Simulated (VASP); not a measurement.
The system is GeMo (rocksalt type).

```
CELL_PARAMETERS angstrom
0.00000 2.41283 2.41283
2.41283 0.00000 2.41283
2.41283 2.41283 0.00000
ATOMIC_POSITIONS crystal
Mo 0.00000 0.00000 0.00000
Ge 0.50000 0.50000 0.50000
```

Base run:

| Property | Result |
| --- | --- |
| Program | VASP 6.6.1 |
| Functional | r2SCAN |
| Potentials or basis | VASP PAW PBE potentials, release 64 (Mo_sv, Ge_d) |
| Cutoff | 520 eV |
| k mesh | 14 × 14 × 14 |
| Occupations | fermi-dirac, width 0.08 eV |
| Spin | no spin polarisation |
| Hubbard terms | Mo d U = 8.0 eV |

Its results: band gap on the k mesh zero (bands 14 and 15 overlap by 3.05 eV); pressure 50.1 GPa.

Question: The run is repeated on the same cell with these changes: hubbard terms from Mo d U = 8.0 eV to none. What comes out?

Answer: Band gap on the k mesh zero (bands 14 and 15 overlap by 2.73 eV); pressure 43.4 GPa.

Caveats: the cell stands under pressure; the PAW data sets were made with another functional, which shifts forces and pressure a little; U without spin polarisation on a metal has little footing (at least some runs); the U is typed as a test and isn't derived for this compound (at least some runs).
